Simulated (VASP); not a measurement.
Write the native input for VASP 6.6.1 that does the following.

```
Task                   : single point
Functional             : PBEsol
Potentials or basis    : VASP PAW PBE potentials, release 64 (Rb_sv)
Cutoff                 : 520 eV
k mesh                 : 9 × 9 × 2
Occupations            : gaussian, width 0.1 eV
Spin                   : no spin polarisation
Dipole correction      : no
Further INCAR settings : ALGO = Fast; EDIFF = 1e-06; NBANDS = 26
```

The structure of Rb lies in POSCAR:

```
Rb
1.0
    4.8047749784      0.0000000000      0.0000000000
   -2.4023874892      4.1610571908      0.0000000000
    0.0000000000      0.0000000000     17.4609804678
Rb
4
Direct
    0.0000000000      0.0000000000      0.0148071582
    0.3333333300      0.6666666700      0.7351928418
    0.0000000000      0.0000000000      0.5148071582
    0.6666666700      0.3333333300      0.2351928418
```

This cell differs from its parent crystal: strained and its atoms moved.

The input as run:

INCAR

```
SYSTEM = Rb
PREC     = Accurate       ! precision mode
ENCUT    = 520            ! plane-wave cutoff, eV
EDIFF    = 1E-6           ! SCF threshold, eV
ISMEAR   = 0              ! smearing method
SIGMA    = 0.1            ! smearing width, eV
LREAL    = .FALSE.        ! projectors in reciprocal space
LASPH    = .TRUE.         ! aspherical terms in the spheres
NELM     = 100            ! most SCF steps
ALGO     = Fast           ! electronic algorithm
ISIF     = 2              ! what is computed and relaxed
LWAVE    = .FALSE.        ! write WAVECAR
LCHARG   = .FALSE.        ! write CHGCAR
GGA      = PS             ! functional
NBANDS   = 26             ! bands
```

KPOINTS

```
Automatic mesh
0
G
  9 9 2
  0 0 0
```

Potentials or basis: VASP PAW PBE potentials, release 64 (Rb_sv).

Command:

```sh
$ cat potpaw_PBE.64/Rb_sv/POTCAR > POTCAR
$ mpirun -np 1 vasp_std > vasp.out
```

It gave:

- Pressure: 0.1 GPa
- Largest force: 0.131 eV/Å
- Band gap on the k mesh: zero (band 18 reaches 0.96 eV, above the bottom of band 19 at -1.23 eV)

Caveat: the cell differs from its parent crystal (strained and its atoms moved); the PAW data sets were made with another functional, which shifts forces and pressure a little.

Wall time 4 min on 1 thread of Intel(R) Xeon(R) Platinum 8375C CPU @ 2.90GHz (Ice Lake), on a shared host, peak memory 0.51 GiB.
